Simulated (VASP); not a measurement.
# SiO2 (Stishovite) (P4_2/mnm) in VASP: notebook

SiO2 (Stishovite) is run at these levels: PBE; tasks: single point.

Program: VASP 6.6.1. These are calculated values, not measurements. Logs are shortened: lines on timing, memory, paths and dates and some standing lists are left out, and cuts for length are marked.

## 1. The cell of the first run

It takes space group P4_2/mnm (No. 136, tetragonal). Conventional cell: a = 4.092 Å, b = 4.092 Å, c = 2.611 Å, α = 90.00°, β = 90.00°, γ = 90.00°. Within 2.3 Å of Si (site symmetry mmm) lie 6 O at 1.72 to 1.77 Å. Within 2.3 Å of O (site symmetry m2m) lie 3 Si at 1.72 to 1.77 Å and 1 O at 2.25 Å.

## 2. Single point, PBE

Input file INCAR:

```
SYSTEM = SiO2
PREC = Accurate ; ENCUT = 520
EDIFF = 1E-6 ; ISMEAR = -1
SIGMA = 0.05 ; LREAL = .FALSE.
LASPH = .TRUE. ; NELM = 60
ALGO = Normal ; ISIF = 2
LWAVE = .FALSE. ; LCHARG = .TRUE.
GGA = PE ; LELF = .TRUE.
LVHAR = .TRUE. ; NBANDS = 25
```

Input file KPOINTS:

```
Automatic mesh
0
G
  6 6 8
  0 0 0
```

Input file POSCAR:

```
SiO2
1.0
    4.0920250519      0.0000000000      0.0000000000
    0.0000000000      4.0920250519      0.0000000000
    0.0000000000      0.0000000000      2.6107928969
Si O
2 4
Direct
    0.0000000000      0.0000000000      0.0000000000
    0.5000000000      0.5000000000      0.5000000000
    0.3059000000      0.3059000000      0.0000000000
    0.1941000000      0.8059000000      0.5000000000
    0.6941000000      0.6941000000      0.0000000000
    0.8059000000      0.1941000000      0.5000000000
```

Potentials or basis: VASP PAW PBE potentials, release 64 (Si, O).

The run is started by

```
> cat potpaw_PBE.64/Si/POTCAR potpaw_PBE.64/O/POTCAR > POTCAR
> mpirun -np 1 vasp_std > vasp.out
```

OUTCAR:

```text
SYSTEM = SiO2
   PREC = Accurate
   ENCUT = 520
   EDIFF = 1E-6
   ISMEAR = -1
   LREAL = .FALSE.
   LASPH = .TRUE.
   NELM = 60
   ISIF = 2
   GGA = PE

 ion  position               nearest neighbor table
   1  0.000  0.000  0.000-   4 1.72   6 1.72   4 1.72   6 1.72   5 1.77   3 1.77
   2  0.500  0.500  0.500-   3 1.72   5 1.72   3 1.72   5 1.72   4 1.77   6 1.77
   3  0.306  0.306  0.000-   2 1.72   2 1.72   1 1.77
   4  0.194  0.806  0.500-   1 1.72   1 1.72   2 1.77
   5  0.694  0.694  0.000-   2 1.72   2 1.72   1 1.77
   6  0.806  0.194  0.500-   1 1.72   1 1.72   2 1.77

  LATTYP: Found a simple tetragonal cell.
 ALAT       =     4.0920250519
 C/A-ratio  =     0.6380197735

  Lattice vectors:

 A1 = (   4.0920250519,   0.0000000000,   0.0000000000)
 A2 = (   0.0000000000,   4.0920250519,   0.0000000000)
 A3 = (   0.0000000000,   0.0000000000,   2.6107928969)

Analysis of symmetry for initial positions (statically):
=====================================================================
 Subroutine PRICEL returns:
 Original cell was already a primitive cell.

 Routine SETGRP: Setting up the symmetry group for a
 simple tetragonal supercell.

 Subroutine GETGRP returns: Found 16 space group operations
 (whereof  8 operations were pure point group operations)
 out of a pool of 16 trial point group operations.

The static configuration has the point symmetry D_2h.
 The point group associated with its full space group is D_4h.

Analysis of symmetry for dynamics (positions and initial velocities):
=====================================================================
 Subroutine PRICEL returns:
 Original cell was already a primitive cell.

 Routine SETGRP: Setting up the symmetry group for a
 simple tetragonal supercell.

 Subroutine GETGRP returns: Found 16 space group operations
 (whereof  8 operations were pure point group operations)
 out of a pool of 16 trial point group operations.

The dynamic configuration has the point symmetry D_2h.
 The point group associated with its full space group is D_4h.

 Subroutine INISYM returns: Found 16 space group operations
 (whereof  8 operations are pure point group operations),
 and found     1 'primitive' translations

----------------------------------------------------------------------------------------

                                     Primitive cell

  volume of cell :      43.7169

  direct lattice vectors                    reciprocal lattice vectors
     4.092025052  0.000000000  0.000000000     0.244377781  0.000000000  0.000000000
     0.000000000  4.092025052  0.000000000     0.000000000  0.244377781  0.000000000
     0.000000000  0.000000000  2.610792897     0.000000000  0.000000000  0.383025402

  length of vectors
     4.092025052  4.092025052  2.610792897     0.244377781  0.244377781  0.383025402

  position of ions in fractional coordinates (direct lattice)
     0.000000000  0.000000000  0.000000000
     0.500000000  0.500000000  0.500000000
     0.305900000  0.305900000  0.000000000
     0.194100000  0.805900000  0.500000000
     0.694100000  0.694100000  0.000000000
     0.805900000  0.194100000  0.500000000

  ion indices of the primitive-cell ions
   primitive index   ion index
                 1           1
                 2           2
                 3           3
                 4           4
                 5           5
                 6           6

----------------------------------------------------------------------------------------

 KPOINTS: Automatic mesh

Automatic generation of k-mesh.
 Grid dimensions read from file:
 generate k-points for:    6    6    8

 Generating k-lattice:

  Cartesian coordinates                     Fractional coordinates (reciprocal lattice)
     0.040729630  0.000000000  0.000000000     0.166666667  0.000000000  0.000000000
     0.000000000  0.040729630  0.000000000     0.000000000  0.166666667  0.000000000
     0.000000000  0.000000000  0.047878175     0.000000000  0.000000000  0.125000000

  Length of vectors
     0.040729630  0.040729630  0.047878175

  Shift w.r.t. Gamma in fractional coordinates (k-lattice)
     0.000000000  0.000000000  0.000000000

 Subroutine IBZKPT returns following result:
 ===========================================

 Found     50 irreducible k-points:

 Following reciprocal coordinates:
            Coordinates               Weight
  0.000000  0.000000  0.000000      1.000000
  0.166667  0.000000  0.000000      4.000000
  0.333333  0.000000  0.000000      4.000000
  0.500000  0.000000  0.000000      2.000000
  0.166667  0.166667  0.000000      4.000000
  0.333333  0.166667  0.000000      8.000000
[... 16 lines left out ...]
  0.333333  0.000000  0.250000      8.000000
  0.500000  0.000000  0.250000      4.000000
 [... further k-points ...]
   k-points           NKPTS =     50   k-points in BZ     NKDIM =     50   number of bands    NBANDS=     25
   number of dos      NEDOS =    301   number of ions     NIONS =      6
   total plane-waves  NPLWV =  18000
   dimension x,y,z NGX =    30 NGY =   30 NGZ =   20
   dimension x,y,z NGXF=    60 NGYF=   60 NGZF=   40
   ions per type =               2   4
   NGX,Y,Z   is equivalent  to a cutoff of  12.19, 12.19, 12.74 a.u.
   NGXF,Y,Z  is equivalent  to a cutoff of  24.38, 24.38, 25.47 a.u.
 SYSTEM =  SiO2
   PREC   = accura    normal or accurate (medium, high low for compatibility)
   ISTART =      0    job   : 0-new  1-cont  2-samecut
   ICHARG =      2    charge: 1-file 2-atom 10-const
   ISPIN  =      1    spin polarized calculation?
   LNONCOLLINEAR =      F non collinear calculations
   LSORBIT =      F    spin-orbit coupling
   LASPH  =      T    aspherical Exc in radial PAW
   ENCUT  =  520.0 eV  38.22 Ry    6.18 a.u.   7.61  7.61  4.85*2*pi/ulx,y,z
   NELM   =     60;   NELMIN=  2; NELMDL= -5     # of ELM steps
   EDIFF  = 0.1E-05   stopping-criterion for ELM
   LREAL  =      F    real-space projection
   EDIFFG = 0.1E-04   stopping-criterion for IOM
   NSW    =      0    number of steps for IOM
   IBRION =     -1    ionic relax: 0-MD 1-quasi-New 2-CG
   NFREE  =      0    steps in history (QN), initial steepest desc. (CG)
   ISIF   =      2    stress and relaxation
   ISYM   =      2    0-nonsym 1-usesym 2-fastsym
   POTIM  = 0.5000    time-step for ionic-motion
   TEBEG  =    0.0;   TEEND  =   0.0 temperature during run
   PSTRESS=    0.0 pullay stress
   NELECT =      32.0000    total number of electrons
   NUPDOWN=      -1.0000    fix difference up-down
   EMIN   =  10.00;   EMAX   =-10.00  energy-range for DOS
   EFERMI =   0.00;   METHOD = LEGACY
   ISMEAR =    -1;   SIGMA  =   0.05  broadening in eV -4-tet -1-fermi 0-gaus
   EFERMI_NEDOS =   21; number of points for ismear=-14 and -15
   IALGO  =     38    algorithm
   IMIX   =      4    mixing-type and parameters
     AMIX     =   0.40;   BMIX     =  1.00
     AMIX_MAG =   1.60;   BMIX_MAG =  1.00
  volume/ion in A,a.u.               =       7.29        49.17
  Fermi-wavevector in a.u.,A,eV,Ry     =   1.475396  2.788093 29.617057  2.176792
  Thomas-Fermi vector in A             =   2.590050
   LORBIT       =      0    0 simple, 1 ext, 2 COOP (PROOUT), +10 PAW based schemes
   GGA     = PE    functional components
   LHFCALC =     F    Hartree Fock is set to
   AEXX    =    0.0000 exact exchange contribution
   IVDW    =     0    specifies the selected vdW correction
   LEPSILON=     F    determine dielectric tensor
   LRPA    =     F    only Hartree local field effects (RPA)
 non-spin polarized calculation
  energy-cutoff  :      520.00
  volume of cell :       43.72
 maximum number of plane-waves:      1200
   NGX = 15   NGY = 15   NGZ =  9

 number of electron      32.0000006 magnetization

 Free energy of the ion-electron system (eV)
  ---------------------------------------------------
  ext. energy  EPLUGINS =         0.00000000
  ---------------------------------------------------
  free energy    TOTEN  =       -45.84797954 eV

  energy without entropy =      -45.84797954  energy(sigma->0) =      -45.84797954

 E-fermi :  10.1048     XC(G=0): -12.6028

 val. band max:        9.1388018567   @ k =   0.0000   0.0000   0.0000
 cond. band min:      15.9179228851   @ k =   0.0000   0.0000   0.0000
 fundamental gap:      6.7791210284
 Fermi energy:        10.1047831345

 k-point     1 :       0.0000    0.0000    0.0000
  band No.  band energies     occupation
      1     -14.1304      2.00000
      2     -10.1643      2.00000
      3     -10.1643      2.00000
      4      -9.9066      2.00000
      5      -2.1366      2.00000
      6       2.3331      2.00000
[... 17 lines left out ...]
     24      24.3366      0.00000
     25      25.6265      0.00000

 k-point     2 :       0.1667    0.0000    0.0000
  band No.  band energies     occupation
      1     -13.9741      2.00000
      2     -10.9025      2.00000
      3     -10.0826      2.00000
      4      -9.5046      2.00000
      5      -1.9552      2.00000
      6       1.5548      2.00000
[... 17 lines left out ...]
     24      23.6444      0.00000
     25      25.4543      0.00000

 k-point     3 :       0.3333    0.0000    0.0000
  band No.  band energies     occupation
      1     -13.5163      2.00000
      2     -11.8792      2.00000
      3      -9.8625      2.00000
      4      -9.4025      2.00000
      5      -1.4436      2.00000
      6       0.3916      2.00000
[... 552 lines left out ...]
 k-point    23 :       0.3333    0.0000    0.2500
  band No.  band energies     occupation
      1     -12.7056      2.00000
      2     -11.2718      2.00000
      3      -9.5659      2.00000
      4      -9.3563      2.00000
      5      -0.8733      2.00000
      6       0.8446      2.00000
[... 17 lines left out ...]
     24      22.5715      0.00000
     25      23.3427      0.00000

 k-point    24 :       0.5000    0.0000    0.2500
  band No.  band energies     occupation
      1     -12.0605      2.00000
      2     -12.0605      2.00000
      3      -9.4229      2.00000
      4      -9.4229      2.00000
      5       0.0167      2.00000
      6       0.0167      2.00000
[... 17 lines left out ...]
     24      22.4683      0.00000
     25      23.3564      0.00000

 [... further k-points ...]

------------------------ aborting loop because EDIFF is reached ----------------------------------------

  FORCE on cell =-STRESS in cart. coord.  units (eV):
  Direction    XX          YY          ZZ          XY          YZ          ZX
  --------------------------------------------------------------------------------------
  -------------------------------------------------------------------------------------
  Total        9.0900931      9.0900931     11.0774437     -0.0000000      0.0000000      0.0000000
  in kB      333.1424095    333.1424095    405.9767306     -0.0000000      0.0000000      0.0000000
  external PRESSURE =     357.4205165 kB  Pullay stress =       0.0000000 kB

 VOLUME and BASIS-vectors are now :
 -----------------------------------------------------------------------------
  energy-cutoff  :      520.00
  volume of cell :       43.72
      direct lattice vectors                 reciprocal lattice vectors
     4.092025052  0.000000000  0.000000000     0.244377781  0.000000000  0.000000000
     0.000000000  4.092025052  0.000000000     0.000000000  0.244377781  0.000000000
     0.000000000  0.000000000  2.610792897     0.000000000  0.000000000  0.383025402

 POSITION                                       TOTAL-FORCE (eV/Angst)
 -----------------------------------------------------------------------------------
      0.00000      0.00000      0.00000        -0.000000     -0.000000      0.000000
      2.04601      2.04601      1.30540        -0.000000     -0.000000      0.000000
      1.25175      1.25175      0.00000        -0.394256     -0.394256      0.000000
      0.79426      3.29776      1.30540         0.394256     -0.394256      0.000000
      2.84027      2.84027      0.00000         0.394256      0.394256      0.000000
      3.29776      0.79426      1.30540        -0.394256      0.394256      0.000000
 -----------------------------------------------------------------------------------
    total drift:                               -0.000000      0.000000     -0.000000

  FREE ENERGIE OF THE ION-ELECTRON SYSTEM (eV)
  ---------------------------------------------------
  free  energy   TOTEN  =       -45.8479795396 eV

  energy  without entropy=      -45.8479795396  energy(sigma->0) =      -45.84797954
```

Run time: 18 s. Hardware: 1 thread of Intel Xeon 6975P-C (Granite Rapids), shared host; peak memory 0.16 GiB.

What came out:

* Free energy: -45.8480 eV
* Pressure: 35.7 GPa
* Largest force: 0.558 eV/Å
* Band gap on the k mesh: 6.78 eV, direct

Forces in eV/Å, atoms in the order of the input:
```
Si   0.000  0.000  0.000
Si   0.000  0.000  0.000
O   -0.394 -0.394  0.000
O    0.394 -0.394  0.000
O    0.394  0.394  0.000
O   -0.394  0.394  0.000
```

Stress tensor (GPa, compression positive):
```
33.31  0.00  0.00
 0.00 33.31  0.00
 0.00  0.00 40.60
```

(Continued in part 2 of 2.)
